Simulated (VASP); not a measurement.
## Al4CoNi3: single point with PBE

Crystal: Al4CoNi3.

```
CELL_PARAMETERS angstrom
4.08313 0.00000 0.00000
0.00000 4.08313 0.00000
0.00000 0.00000 5.76708
ATOMIC_POSITIONS crystal
Al 0.50000 0.00000 0.75134
Al 0.50000 0.00000 0.24866
Al 0.00000 0.50000 0.75134
Al 0.00000 0.50000 0.24866
Co 0.50000 0.50000 0.00000
Ni 0.00000 0.00000 0.50000
Ni 0.00000 0.00000 0.00000
Ni 0.50000 0.50000 0.50000
```

| Quantity | Value |
| --- | --- |
| Program | VASP 6.6.1 |
| Task | single point |
| Functional | PBE |
| Potentials or basis | VASP PAW PBE potentials, release 64 (Al, Co, Ni) |
| Cutoff | 520 eV |
| k mesh | 10 × 10 × 8 |
| Occupations | gaussian, width 0.1 eV |
| Spin | collinear spin |
| Starting moments | [0.0, 0.0, 0.0, 0.0, 1.03, 0.0, 0.28, 0.28] μB |
| Dipole correction | no |
| Further INCAR settings | ALGO = Normal; EDIFF = 1e-07; NBANDS = 40 |

The pressure is 0.0 GPa. The largest force is 0.008 eV/Å and the net moment is 0.78 μB per cell. The site moments are Al +0.00; Co +0.56; Ni +0.02, +0.12, +0.08 μB and the valence electrons inside the program's atomic spheres are Al 0.80; Co 8.40; Ni 9.45, 9.44 (each value once).

Forces in eV/Å, atoms in the order of the input:
```
Al   0.000  0.000  0.008
Al   0.000  0.000 -0.008
Al   0.000  0.000  0.008
Al   0.000  0.000 -0.008
Co   0.000  0.000  0.000
Ni   0.000  0.000  0.000
Ni   0.000  0.000  0.000
Ni   0.000  0.000  0.000
```

Levels at points of the mesh, in eV from the Fermi level:
Spin up:
| k point | band 24 | band 25 | band 26 | band 27 | band 28 | band 29 |
| --- | --- | --- | --- | --- | --- | --- |
| (0.00, 0.00, 0.00) | -0.90 | -0.58 | 1.57 | 2.07 | 2.08 | 2.08 |
| (0.50, 0.00, 0.00) | -0.97 | -0.65 | -0.40 | 1.03 | 1.12 | 2.58 |
| (0.50, 0.50, 0.00) | -1.30 | -1.06 | -0.95 | -0.65 | -0.56 | 1.55 |
| (0.00, 0.00, 0.50) | -0.30 | -0.18 | -0.18 | 0.84 | 0.94 | 1.63 |
| (0.50, 0.00, 0.50) | -1.75 | 2.21 | 2.22 | 2.30 | 2.30 | 2.30 |
| (0.50, 0.50, 0.50) | -1.50 | -0.77 | -0.72 | -0.66 | -0.47 | 4.73 |
Spin down:
```
           k point  band 22  band 23  band 24  band 25  band 26  band 27  band 28  band 29
(0.00, 0.00, 0.00)    -0.98    -0.84    -0.24    -0.10     1.78     2.08     2.08     2.09
(0.50, 0.00, 0.00)    -1.30    -1.22    -0.72    -0.55     0.11     1.08     1.40     2.61
(0.50, 0.50, 0.00)    -1.33    -1.10    -1.10    -0.93    -0.74    -0.13    -0.11     1.80
(0.00, 0.00, 0.50)    -0.29    -0.29    -0.24    -0.05    -0.05     0.88     1.19     1.67
(0.50, 0.00, 0.50)    -1.60    -1.53    -1.24     2.26     2.29     2.34     2.36     2.37
(0.50, 0.50, 0.50)    -1.34    -1.23    -1.23    -0.68    -0.66    -0.13     0.20     4.74
```

Run time: 5.4 min on 4 MPI ranks on Oxide Virtual Turin-like Processor (shared host), peak memory 0.64 GiB a rank.
